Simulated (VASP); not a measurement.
# InSb (I-4m2) in VASP: single point with HSE06

Aim: the single point of InSb with HSE06.

Program: VASP 6.6.1. These are calculated values, not measurements. Logs are shortened: lines on timing, memory, paths and dates and some standing lists are left out, and cuts for length are marked.

## 1. The cell of the first run

Symmetry: I-4m2, No. 119, tetragonal system. The conventional cell has a = 4.791 Å, b = 4.791 Å, c = 6.559 Å, α = 90.00°, β = 90.00°, γ = 90.00°. In (site symmetry -4m2) has 4 Sb at 2.90 Å within 3.8 Å. Within 3.8 Å of Sb (site symmetry -4m2) lie 4 In at 2.90 Å.

## 2. Single point, HSE06 (biaxial xy strain +3.3%)

Contents of POSCAR:

```
InSb
1.0
    0.0000000000      3.3874089927      3.2795130145
    3.3874089927      0.0000000000      3.2795130145
    3.3874089927      3.3874089927      0.0000000000
In Sb
1 1
Direct
    0.0000000000      0.0000000000      0.0000000000
    0.2500000000      0.2500000000      0.2500000000
```

Contents of INCAR.step1:

```
ALGO = Normal ; EDIFF = 1E-5
ENCUT = 520 ; GGA = PE
ISIF = 2 ; ISMEAR = -1
LASPH = T ; LCHARG = F
LREAL = F ; LWAVE = T
NBANDS = 16 ; NELM = 60
PREC = Accurate ; SIGMA = 0.02
```

Contents of INCAR.step2:

```
ALGO = Normal ; EDIFF = 1E-7
ENCUT = 520 ; GGA = PE
HFSCREEN = 0.2079 ; ISIF = 2
ISMEAR = -1 ; ISTART = 1
LASPH = T ; LCHARG = F
LHFCALC = T ; LREAL = F
LWAVE = F ; NBANDS = 16
NELM = 60 ; PREC = Accurate
PRECFOCK = Normal ; SIGMA = 0.02
```

Contents of KPOINTS:

```
k-points
0
Gamma
  4 4 4
```

Potentials or basis: VASP PAW PBE potentials, release 64 (In_d, Sb).

On the command line:

```
> cat potpaw_PBE.64/In_d/POTCAR potpaw_PBE.64/Sb/POTCAR > POTCAR
> cp INCAR.step1 INCAR
> mpirun -np 1 vasp_std > vasp.out
> cp INCAR.step2 INCAR
> mpirun -np 1 vasp_std > vasp.out
```

OUTCAR:

```text
EDIFF = 1E-7
   ENCUT = 520
   GGA = PE
   HFSCREEN = 0.2079
   ISIF = 2
   ISMEAR = -1
   ISTART = 1
   LASPH = T
   LHFCALC = T
   LREAL = F
   NELM = 60
   PREC = Accurate
   PRECFOCK = Normal

 ion  position               nearest neighbor table
   1  0.000  0.000  0.000-   2 2.90   2 2.90   2 2.90   2 2.90
   2  0.250  0.250  0.250-   1 2.90   1 2.90   1 2.90   1 2.90

  LATTYP: Found a body centered tetragonal cell.
 ALAT       =     4.7905197388
 C/A-ratio  =     1.3691679372

  Lattice vectors:

 A1 = (   0.0000000000,  -3.3874089927,  -3.2795130145)
 A2 = (   0.0000000000,   3.3874089927,  -3.2795130145)
 A3 = (   3.3874089927,   0.0000000000,   3.2795130145)

Analysis of symmetry for initial positions (statically):
=====================================================================
 Subroutine PRICEL returns:
 Original cell was already a primitive cell.

 Routine SETGRP: Setting up the symmetry group for a
 body centered tetragonal supercell.

 Subroutine GETGRP returns: Found  8 space group operations
 (whereof  8 operations were pure point group operations)
 out of a pool of 16 trial point group operations.

The static configuration has the point symmetry D_2d.

Analysis of symmetry for dynamics (positions and initial velocities):
=====================================================================
 Subroutine PRICEL returns:
 Original cell was already a primitive cell.

 Routine SETGRP: Setting up the symmetry group for a
 body centered tetragonal supercell.

 Subroutine GETGRP returns: Found  8 space group operations
 (whereof  8 operations were pure point group operations)
 out of a pool of 16 trial point group operations.

The dynamic configuration has the point symmetry D_2d.

 Subroutine INISYM returns: Found  8 space group operations
 (whereof  8 operations are pure point group operations),
 and found     1 'primitive' translations

----------------------------------------------------------------------------------------

                                     Primitive cell

  volume of cell :      75.2618
[... 76 lines left out ...]
   NELM   =     60;   NELMIN=  2; NELMDL=  0     # of ELM steps
   EDIFF  = 0.1E-06   stopping-criterion for ELM
   LREAL  =      F    real-space projection
   EDIFFG = 0.1E-05   stopping-criterion for IOM
   NSW    =      0    number of steps for IOM
   IBRION =     -1    ionic relax: 0-MD 1-quasi-New 2-CG
   NFREE  =      0    steps in history (QN), initial steepest desc. (CG)
   ISIF   =      2    stress and relaxation
   ISYM   =      3    0-nonsym 1-usesym 2-fastsym
   POTIM  = 0.5000    time-step for ionic-motion
   TEBEG  =    0.0;   TEEND  =   0.0 temperature during run
   PSTRESS=    0.0 pullay stress
   NELECT =      18.0000    total number of electrons
   NUPDOWN=      -1.0000    fix difference up-down
   EMIN   =  10.00;   EMAX   =-10.00  energy-range for DOS
   EFERMI =   0.00;   METHOD = LEGACY
   ISMEAR =    -1;   SIGMA  =   0.02  broadening in eV -4-tet -1-fermi 0-gaus
   EFERMI_NEDOS =   21; number of points for ismear=-14 and -15
   IALGO  =     38    algorithm
   IMIX   =      1    mixing-type and parameters
     AMIX     =   0.40;   BMIX     =  1.00
     AMIX_MAG =   1.60;   BMIX_MAG =  1.00
  volume/ion in A,a.u.               =      37.63       253.95
  Fermi-wavevector in a.u.,A,eV,Ry     =   1.016188  1.920317 14.049898  1.032638
  Thomas-Fermi vector in A             =   2.149517
   LORBIT       =      0    0 simple, 1 ext, 2 COOP (PROOUT), +10 PAW based schemes
   GGA     = PE    functional components
   LHFCALC =     T    Hartree Fock is set to
   PRECFOCK=normal    Normal, Fast or Accurate (Low or Medium for compatibility)
   ENCUT4O =  -1.0   cutoff for four orbital integrals eV
   NKREDX  =     1    reduce k-point grid by
   NKREDY  =     1    reduce k-point grid by
   NKREDZ  =     1    reduce k-point grid by
   AEXX    =    0.2500 exact exchange contribution
   HFSCREEN=    0.2079 screening length (either q_TF or 0.3 A-1)
   HFSCREENC=   0.2079 screening length for correlation (either q_TF or 0.3 A-1)
   ENCUTFOCK=  -1.0 apply spherical cutoff to Coloumb kernel
   IVDW    =     0    specifies the selected vdW correction
   LEPSILON=     F    determine dielectric tensor
   LRPA    =     F    only Hartree local field effects (RPA)
 non-spin polarized calculation
  energy-cutoff  :      520.00
  volume of cell :       75.26
 maximum number of plane-waves:      2056
  NGX = 28; NGY = 28; NGZ = 28

 number of electron      18.0000002 magnetization

 Free energy of the ion-electron system (eV)
  ---------------------------------------------------
  ext. energy  EPLUGINS =         0.00000000
  ---------------------------------------------------
  free energy    TOTEN  =        -8.28833328 eV

  energy without entropy =       -8.28825457  energy(sigma->0) =       -8.28829393

 E-fermi :   3.7730     XC(G=0):  -6.9133

 val. band max:        3.6684441521   @ k =   0.0000   0.0000   0.0000
 cond. band min:       3.8635433147   @ k =   0.0000   0.0000   0.0000
 fundamental gap:      0.1950991626
 Fermi energy:         3.7729999624

 k-point     1 :       0.0000    0.0000    0.0000
  band No.  band energies     occupation
      1     -12.5083      2.00000
      2     -12.5083      2.00000
      3     -12.5007      2.00000
      4     -12.4453      2.00000
      5     -12.4370      2.00000
      6      -7.3536      2.00000
[... 224 lines left out ...]
      3     -12.4751      2.00000
      4     -12.4441      2.00000
      5     -12.4415      2.00000
      6      -5.5310      2.00000
[... 8 lines left out ...]
     15      13.7097      0.00000
     16      14.5512      0.00000

------------------------ aborting loop because EDIFF is reached ----------------------------------------

  FORCE on cell =-STRESS in cart. coord.  units (eV):
  Direction    XX          YY          ZZ          XY          YZ          ZX
  --------------------------------------------------------------------------------------
  -------------------------------------------------------------------------------------
  Total       -1.3092057     -1.3092057     -0.9613845      0.0000000      0.0000000     -0.0000000
  in kB      -27.8704413    -27.8704413    -20.4660048      0.0000000      0.0000000     -0.0000000
  external PRESSURE =     -25.4022958 kB  Pullay stress =       0.0000000 kB

 VOLUME and BASIS-vectors are now :
 -----------------------------------------------------------------------------
  energy-cutoff  :      520.00
  volume of cell :       75.26
      direct lattice vectors                 reciprocal lattice vectors
     0.000000000  3.387408993  3.279513014    -0.147605442  0.147605442  0.152461661
     3.387408993  0.000000000  3.279513014     0.147605442 -0.147605442  0.152461661
     3.387408993  3.387408993  0.000000000     0.147605442  0.147605442 -0.152461661

 POSITION                                       TOTAL-FORCE (eV/Angst)
 -----------------------------------------------------------------------------------
      0.00000      0.00000      0.00000         0.000000      0.000000      0.000000
      1.69370      1.69370      1.63976        -0.000000     -0.000000      0.000000
 -----------------------------------------------------------------------------------
    total drift:                               -0.000000     -0.000000      0.000003

  FREE ENERGIE OF THE ION-ELECTRON SYSTEM (eV)
  ---------------------------------------------------
  free  energy   TOTEN  =        -8.2883332841 eV

  energy  without entropy=       -8.2882545745  energy(sigma->0) =       -8.28829393
```

OUTCAR.step1:

```text
EDIFF = 1E-5
   ENCUT = 520
   GGA = PE
   ISIF = 2
   ISMEAR = -1
[... 454 lines left out ...]
 -----------------------------------------------------------------------------------
      0.00000      0.00000      0.00000         0.000000      0.000000     -0.000000
      1.69370      1.69370      1.63976        -0.000000     -0.000000      0.000000
 -----------------------------------------------------------------------------------
    total drift:                               -0.000000     -0.000000     -0.000001

  FREE ENERGIE OF THE ION-ELECTRON SYSTEM (eV)
  ---------------------------------------------------
  free  energy   TOTEN  =        -6.8132654403 eV

  energy  without entropy=       -6.8130026973  energy(sigma->0) =       -6.81313407
```

It took 30 min on 1 thread of Intel Xeon Platinum 8375C at 2.90GHz (Ice Lake), shared host; peak memory 0.33 GiB.

What came out:

```
Free energy            : -8.2883 eV
Pressure               : -2.5 GPa
Band gap on the k mesh : 0.20 eV, direct
```

Stress tensor (GPa, compression positive):
```
-2.79  0.00  0.00
 0.00 -2.79  0.00
 0.00  0.00 -2.05
```

Caveat: the cell differs from its parent crystal (biaxial xy strain +3.3%); the PAW data sets were made with another functional, which shifts forces and pressure a little; spin-orbit coupling is left out, which moves the levels of the heavy elements.
